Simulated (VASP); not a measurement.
# SnO2 (C2) in VASP: single point with PBE

Aim: the single point of SnO2 with PBE.

Everything below comes from runs of VASP 6.6.1. Logs are shortened: lines on timing, memory, paths and dates and some standing lists are left out, and cuts for length are marked.

## 1. The cell of the first run

Symmetry: C2, No. 5, monoclinic system. Conventional cell: a = 5.601 Å, b = 3.234 Å, c = 5.261 Å, α = 90.00°, β = 110.79°, γ = 90.00°. Within 2.7 Å of Sn (site symmetry 2) lie 6 O at 2.01 to 2.24 Å. Within 2.7 Å of O (site symmetry 1) lie 3 Sn at 2.01 to 2.24 Å.

## 2. Single point, PBE

Contents of INCAR:

```
SYSTEM = SnO2
PREC = Accurate
ENCUT = 520
EDIFF = 1E-6
ISMEAR = 0
SIGMA = 0.05
LREAL = .False.
LASPH = .True.
NELM = 100
ALGO = Normal
ISIF = 2
LWAVE = .False.
LCHARG = .True.
GGA = PE
LELF = .True.
LVHAR = .True.
NBANDS = 20
```

Contents of KPOINTS:

```
Automatic mesh
0
Gamma
  12 12 12
  0 0 0
```

Contents of POSCAR:

```
SnO2
1.0
    1.6167660720      0.9334403269      4.9182553763
   -1.6167660720      0.9334403269      4.9182553763
    0.0000000000     -1.8668806537      4.9182553763
Sn O
1 2
Direct
    0.5098364945      0.4901635055      0.5000000000
    0.1983900727      0.2713752757      0.2348826742
    0.7286247243      0.8016099273      0.7651173258
```

Potentials or basis: VASP PAW PBE potentials, release 64 (Sn_d, O).

Command:

```console
$ cat potpaw_PBE.64/Sn_d/POTCAR potpaw_PBE.64/O/POTCAR > POTCAR
$ mpirun -np 1 vasp_std > vasp.out
```

OUTCAR:

```text
SYSTEM = SnO2
   PREC = Accurate
   ENCUT = 520
   EDIFF = 1E-6
   ISMEAR = 0
   LREAL = .False.
   LASPH = .True.
   NELM = 100
   ISIF = 2
   GGA = PE

 ion  position               nearest neighbor table
   1  0.510  0.490  0.500-   2 2.01   3 2.01   3 2.13   2 2.13   2 2.24   3 2.24
   2  0.198  0.271  0.235-   1 2.01   1 2.13   1 2.24
   3  0.729  0.802  0.765-   1 2.01   1 2.13   1 2.24

  LATTYP: Found a trigonal (rhomboedric) cell.
 ALAT       =     5.2606538873
 COS(alpha) =     0.8110943660

  Lattice vectors:

 A1 = (   1.6167660720,   0.9334403269,   4.9182553763)
 A2 = (  -1.6167660720,   0.9334403269,   4.9182553763)
 A3 = (   0.0000000000,  -1.8668806537,   4.9182553763)

Analysis of symmetry for initial positions (statically):
=====================================================================
 Subroutine PRICEL returns:
 Original cell was already a primitive cell.

 Routine SETGRP: Setting up the symmetry group for a
 trigonal (rhombohedral) supercell.

 Subroutine GETGRP returns: Found  2 space group operations
 (whereof  2 operations were pure point group operations)
 out of a pool of 12 trial point group operations.

The static configuration has the point symmetry C_2 .

Analysis of symmetry for dynamics (positions and initial velocities):
=====================================================================
 Subroutine PRICEL returns:
 Original cell was already a primitive cell.

 Routine SETGRP: Setting up the symmetry group for a
 trigonal (rhombohedral) supercell.

 Subroutine GETGRP returns: Found  2 space group operations
 (whereof  2 operations were pure point group operations)
 out of a pool of 12 trial point group operations.

The dynamic configuration has the point symmetry C_2 .

 Subroutine INISYM returns: Found  2 space group operations
 (whereof  2 operations are pure point group operations),
 and found     1 'primitive' translations

----------------------------------------------------------------------------------------

                                     Primitive cell

  volume of cell :      44.5344

  direct lattice vectors                    reciprocal lattice vectors
     1.616766072  0.933440327  4.918255376     0.309259335  0.178550960  0.067774710
    -1.616766072  0.933440327  4.918255376    -0.309259335  0.178550960  0.067774710
     0.000000000 -1.866880654  4.918255376     0.000000000 -0.357101920  0.067774710

  length of vectors
[... 76 lines left out ...]
   ISTART =      0    job   : 0-new  1-cont  2-samecut
   ICHARG =      2    charge: 1-file 2-atom 10-const
   ISPIN  =      1    spin polarized calculation?
   LNONCOLLINEAR =      F non collinear calculations
   LSORBIT =      F    spin-orbit coupling
   LASPH  =      T    aspherical Exc in radial PAW
   ENCUT  =  520.0 eV  38.22 Ry    6.18 a.u.   9.78  9.78  9.78*2*pi/ulx,y,z
   NELM   =    100;   NELMIN=  2; NELMDL= -5     # of ELM steps
   EDIFF  = 0.1E-05   stopping-criterion for ELM
   LREAL  =      F    real-space projection
   EDIFFG = 0.1E-04   stopping-criterion for IOM
   NSW    =      0    number of steps for IOM
   IBRION =     -1    ionic relax: 0-MD 1-quasi-New 2-CG
   NFREE  =      0    steps in history (QN), initial steepest desc. (CG)
   ISIF   =      2    stress and relaxation
   ISYM   =      2    0-nonsym 1-usesym 2-fastsym
   POTIM  = 0.5000    time-step for ionic-motion
   TEBEG  =    0.0;   TEEND  =   0.0 temperature during run
   PSTRESS=    0.0 pullay stress
   NELECT =      26.0000    total number of electrons
   NUPDOWN=      -1.0000    fix difference up-down
   EMIN   =  10.00;   EMAX   =-10.00  energy-range for DOS
   EFERMI =   0.00;   METHOD = LEGACY
   ISMEAR =     0;   SIGMA  =   0.05  broadening in eV -4-tet -1-fermi 0-gaus
   EFERMI_NEDOS =   21; number of points for ismear=-14 and -15
   IALGO  =     38    algorithm
   IMIX   =      4    mixing-type and parameters
     AMIX     =   0.40;   BMIX     =  1.00
     AMIX_MAG =   1.60;   BMIX_MAG =  1.00
  volume/ion in A,a.u.               =      14.84       100.18
  Fermi-wavevector in a.u.,A,eV,Ry     =   1.368256  2.585628 25.471788  1.872124
  Thomas-Fermi vector in A             =   2.494236
   LORBIT       =      0    0 simple, 1 ext, 2 COOP (PROOUT), +10 PAW based schemes
   GGA     = PE    functional components
   LHFCALC =     F    Hartree Fock is set to
   AEXX    =    0.0000 exact exchange contribution
   IVDW    =     0    specifies the selected vdW correction
   LEPSILON=     F    determine dielectric tensor
   LRPA    =     F    only Hartree local field effects (RPA)
 non-spin polarized calculation
 Gauss-broadening in eV      SIGMA  =   0.05
  energy-cutoff  :      520.00
  volume of cell :       44.53
 maximum number of plane-waves:      1218
   NGX = 19   NGY = 19   NGZ = 19

 number of electron      26.0000000 magnetization

 Free energy of the ion-electron system (eV)
  ---------------------------------------------------
  ext. energy  EPLUGINS =         0.00000000
  ---------------------------------------------------
  free energy    TOTEN  =       -18.04163285 eV

  energy without entropy =      -18.04163285  energy(sigma->0) =      -18.04163285

 E-fermi :   3.3097     XC(G=0):  -9.8089

 val. band max:        2.9869984828   @ k =  -0.1667   0.2500   0.0833
 cond. band min:       4.9756833845   @ k =   0.0000   0.0000   0.0000
 fundamental gap:      1.9886849017
 Fermi energy:         3.3097091575

 k-point     1 :       0.0000    0.0000    0.0000
  band No.  band energies     occupation
      1     -16.9855      2.00000
      2     -16.8739      2.00000
      3     -16.7683      2.00000
      4     -16.5981      2.00000
      5     -16.5843      2.00000
      6     -14.9555      2.00000
[... 541 lines left out ...]
     19      16.4350      0.00000
     20      18.6551      0.00000

 [... further k-points ...]
[... 5 lines left out ...]
  --------------------------------------------------------------------------------------
  -------------------------------------------------------------------------------------
  Total        1.1660009      0.5807112      0.6011223      0.0000000      0.6256180      0.0000000
  in kB       41.9482061     20.8917456     21.6260581      0.0000000     22.5073191      0.0000000
  external PRESSURE =      28.1553366 kB  Pullay stress =       0.0000000 kB

 VOLUME and BASIS-vectors are now :
 -----------------------------------------------------------------------------
  energy-cutoff  :      520.00
  volume of cell :       44.53
      direct lattice vectors                 reciprocal lattice vectors
     1.616766072  0.933440327  4.918255376     0.309259335  0.178550960  0.067774710
    -1.616766072  0.933440327  4.918255376    -0.309259335  0.178550960  0.067774710
     0.000000000 -1.866880654  4.918255376     0.000000000 -0.357101920  0.067774710

 POSITION                                       TOTAL-FORCE (eV/Angst)
 -----------------------------------------------------------------------------------
      0.03181      0.00000      7.37738        -2.178980     -0.000000      0.000000
     -0.11800      0.00000      3.46564         1.089490      0.311720      0.322870
     -0.11800      0.00000     11.28913         1.089490     -0.311720     -0.322870
 -----------------------------------------------------------------------------------
    total drift:                               -0.000244     -0.000000      0.000000

  FREE ENERGIE OF THE ION-ELECTRON SYSTEM (eV)
  ---------------------------------------------------
  free  energy   TOTEN  =       -18.0416328492 eV

  energy  without entropy=      -18.0416328492  energy(sigma->0) =      -18.04163285
```

OSZICAR:

```text
N       E                     dE             d eps       ncg     rms          rms(c)
DAV:   1     0.257982360816E+03    0.25798E+03   -0.14034E+04 20252   0.189E+03
DAV:   2     0.846778611306E+01   -0.24951E+03   -0.23640E+03 20740   0.489E+02
DAV:   3    -0.202103459378E+02   -0.28678E+02   -0.28417E+02 22292   0.142E+02
DAV:   4    -0.210375282302E+02   -0.82718E+00   -0.82644E+00 21080   0.262E+01
DAV:   5    -0.210544620282E+02   -0.16934E-01   -0.16933E-01 22820   0.395E+00    0.108E+01
DAV:   6    -0.180556891694E+02    0.29988E+01   -0.11826E+01 29696   0.585E+01    0.444E+00
DAV:   7    -0.180582136789E+02   -0.25245E-02   -0.73349E-01 19420   0.696E+00    0.215E+00
DAV:   8    -0.180421441337E+02    0.16070E-01   -0.76468E-02 20160   0.281E+00    0.504E-01
DAV:   9    -0.180409750003E+02    0.11691E-02   -0.12305E-02 27004   0.168E+00    0.975E-02
DAV:  10    -0.180416047055E+02   -0.62971E-03   -0.20811E-03 19936   0.384E-01    0.323E-02
DAV:  11    -0.180416302760E+02   -0.25571E-04   -0.60279E-05 27996   0.842E-02    0.202E-02
DAV:  12    -0.180416327965E+02   -0.25205E-05   -0.73753E-06 19852   0.249E-02    0.612E-03
DAV:  13    -0.180416328492E+02   -0.52729E-07   -0.11730E-06 16996   0.115E-02
   1 F= -.18041633E+02 E0= -.18041633E+02  d E =-.115069E-21
```

stdout:

```text
POSCAR found type information on POSCAR SnO
 POSCAR found :  2 types and       3 ions
 scaLAPACK will be used
 LDA part: xc-table for (Slater+PW92), standard interpolation
 POSCAR, INCAR and KPOINTS ok, starting setup
 FFT: planning ... GRIDC
 FFT: planning ... GRID_SOFT
 FFT: planning ... GRID
 WAVECAR not read
 entering main loop
```

It took 17 min on 1 thread of AMD EPYC 7R43 (Zen 3), shared host; peak memory 0.49 GiB.

Results:

| Quantity | Value |
| --- | --- |
| Free energy | -18.0416 eV |
| Pressure | 2.8 GPa |
| Largest force | 2.179 eV/Å |
| Band gap on the k mesh | 1.99 eV, indirect (least direct gap 2.15 eV) |

Forces in eV/Å, atoms in the order of the input:
```
Sn  -2.179  0.000  0.000
O    1.089  0.312  0.323
O    1.089 -0.312 -0.323
```

Caveat: spin-orbit coupling is left out, which moves the levels of the heavy elements; forces of over 1 eV/Å act on the atoms, so gaps and moduli don't describe the material at rest.
